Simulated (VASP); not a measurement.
Set up this calculation in VASP 6.6.1, as the native input.

```
Task                   : single point
Functional             : r2SCAN
Potentials or basis    : VASP PAW PBE potentials, release 64 (Be, Te)
Cutoff                 : 520 eV
k mesh                 : 8 × 8 × 8
Occupations            : fermi-dirac, width 0.1 eV
Spin                   : no spin polarisation
Dipole correction      : no
Further INCAR settings : ALGO = Normal; EDIFF = 1e-06; NBANDS = 11
```

BeTe:

```
CELL_PARAMETERS angstrom
0.00000 2.80725 2.80725
2.80725 0.00000 2.80725
2.80725 2.80725 0.00000
ATOMIC_POSITIONS crystal
Be 0.00000 0.00000 0.00000
Te 0.25000 0.25000 0.25000
```

One way to write it, as run:

POSCAR

```
BeTe
1.0
    0.0000000000      2.8072540000      2.8072540000
    2.8072540000      0.0000000000      2.8072540000
    2.8072540000      2.8072540000      0.0000000000
Be Te
1 1
Direct
    0.0000000000      0.0000000000      0.0000000000
    0.2500000000      0.2500000000      0.2500000000
```

INCAR.step1

```
ALGO     = Normal         # electronic algorithm
EDIFF    = 1E-4           # SCF threshold, eV
ENCUT    = 520            # plane-wave cutoff, eV
GGA      = PE             # functional
ISMEAR   = -1             # smearing method
LASPH    = True           # aspherical terms in the spheres
LCHARG   = False          # write CHGCAR
LREAL    = False          # projectors in reciprocal space
LWAVE    = True           # write WAVECAR
NBANDS   = 11             # bands
NELM     = 60             # most SCF steps
PREC     = Accurate       # precision mode
SIGMA    = 0.1            # smearing width, eV
```

INCAR.step2

```
ALGO     = Normal         # electronic algorithm
EDIFF    = 1E-6           # SCF threshold, eV
ENCUT    = 520            # plane-wave cutoff, eV
ISIF     = 2              # what is computed and relaxed
ISMEAR   = -1             # smearing method
ISTART   = 1            
LASPH    = True           # aspherical terms in the spheres
LCHARG   = False          # write CHGCAR
LMIXTAU  = True         
LREAL    = False          # projectors in reciprocal space
LWAVE    = False          # write WAVECAR
METAGGA  = R2SCAN         # meta-GGA
NBANDS   = 11             # bands
NELM     = 60             # most SCF steps
PREC     = Accurate       # precision mode
SIGMA    = 0.1            # smearing width, eV
```

KPOINTS

```
k-points
0
Gamma
  8 8 8
```

Potentials or basis: VASP PAW PBE potentials, release 64 (Be, Te).

Run with:

```sh
$ cat potpaw_PBE.64/Be/POTCAR potpaw_PBE.64/Te/POTCAR > POTCAR
$ cp INCAR.step1 INCAR
$ mpirun -np 1 vasp_std > vasp.out
$ cp INCAR.step2 INCAR
$ mpirun -np 1 vasp_std > vasp.out
```

It gave:

```yaml
Pressure: 1.6 GPa
Band_gap_on_the_k_mesh: 2.31 eV, indirect (least direct gap 4.01 eV)
```

Caveat: the PAW data sets were made with another functional, which shifts forces and pressure a little; spin-orbit coupling is left out, which moves the levels of the heavy elements.

Run time: 110 s on 1 thread of Intel Xeon 8259CL, on a shared host, peak memory 0.18 GiB.
